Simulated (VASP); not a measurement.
Input of a VASP 6.6.1 run:

INCAR

```
  PREC = Accurate
  ENCUT = 600
  EDIFF = 1E-6
  ISMEAR = 0
  SIGMA = 0.1
  LREAL = F
  LASPH = T
  NELM = 80
  ALGO = Normal
  ISIF = 3
  LWAVE = F
  LCHARG = F
  GGA = PE
  IBRION = 2
  NSW = 90
  EDIFFG = -0.04
```

KPOINTS

```
Automatic mesh
0
Gamma
  6 6 4
```

File POSCAR:

```
Nd2GeB
1.0
    5.1783918500      0.0000000000      0.0000000000
   -2.5891959300      4.4846189000      0.0000000000
    0.0000000000      0.0000000000      3.7721949800
Nd Ge B
2 1 1
Direct
    0.3333333300      0.6666666700      0.0000000000
    0.6666666700      0.3333333300      0.0000000000
    0.0000000000      0.0000000000      0.0000000000
    0.0000000000      0.0000000000      0.5000000000
```

Potentials or basis: VASP PAW PBE potentials, release 64 (Nd, Ge_d, B).

Run with:

```sh
$ cat potpaw_PBE.64/Nd/POTCAR potpaw_PBE.64/Ge_d/POTCAR potpaw_PBE.64/B/POTCAR > POTCAR
$ mpirun -np 1 vasp_std > vasp.out
```

Estimate the band gap on the k mesh.

zero (an odd number of electrons rules out a gap without spin polarisation).

What does it give for the space group after relaxing (to 0.1 Å)?

P6/mmm (No. 191).

Predict the relaxed volume.

20.84 Å³/atom.

What does it give for the relaxed cell?

a = 4.976 Å, b = 4.976 Å, c = 3.886 Å, α = 90.00°, β = 90.00°, γ = 120.00°.

The path:
```tsv
step	energy change (eV)	largest force (eV/Å)	pressure (GPa)	volume (Å³)
1	0.0000	0.0000	-2.58	87.60
2	-0.1878	0.0000	0.30	83.05
3	-0.1888	0.0000	0.04	83.34
```

Caveat: the k points lie up to 0.40 Å⁻¹ apart in the final cell, too coarse for converged energies and pressures of a metal; the highest band is partly filled, so the run has too few bands; spin-orbit coupling is left out, which moves the levels of the heavy elements; an odd number of electrons without spin polarisation forces a metal; a magnetic or distorted state may lie lower; semilocal functionals describe open f shells poorly, which spoils levels, moments and volumes. Spin polarisation is off, so any magnetic state and its effect on volume and gap are missing.
